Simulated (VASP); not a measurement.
Here is a VASP 6.6.1 calculation.

The input INCAR:

```
SYSTEM = CuI
PREC     = Accurate       ! precision mode
ENCUT    = 520            ! plane-wave cutoff, eV
EDIFF    = 1E-6           ! SCF threshold, eV
ISMEAR   = -1             ! smearing method
SIGMA    = 0.05           ! smearing width, eV
LREAL    = .FALSE.        ! projectors in reciprocal space
LASPH    = .TRUE.         ! aspherical terms in the spheres
NELM     = 60             ! most SCF steps
ALGO     = Normal         ! electronic algorithm
ISIF     = 2              ! what is computed and relaxed
LWAVE    = .FALSE.        ! write WAVECAR
LCHARG   = .FALSE.        ! write CHGCAR
NBANDS   = 16             ! bands
```

KPOINTS

```
regular mesh
0
G
  8 8 8
  0 0 0
```

File POSCAR:

```
CuI
1.0
    0.0000000000      2.9310411452      2.9310411452
    2.9310411452      0.0000000000      2.9310411452
    2.9310411452      2.9310411452      0.0000000000
I Cu
1 1
Direct
    0.0000000000      0.0000000000      0.0000000000
    0.7500000000      0.7500000000      0.7500000000
```

Potentials or basis: VASP PAW LDA potentials, release 64 (I, Cu).

Launch:

```console
$ cat potpaw_LDA.64/I/POTCAR potpaw_LDA.64/Cu/POTCAR > POTCAR
$ mpirun -np 1 vasp_std > vasp.out
```

Q: Estimate the pressure.

A: 0.2 GPa.

Q: Predict the band gap on the k mesh.

A: 1.29 eV.

Caveat: spin-orbit coupling is left out, which moves the levels of the heavy elements. Expect the measured gap to be larger: semilocal functionals such as LDA lack the derivative discontinuity.
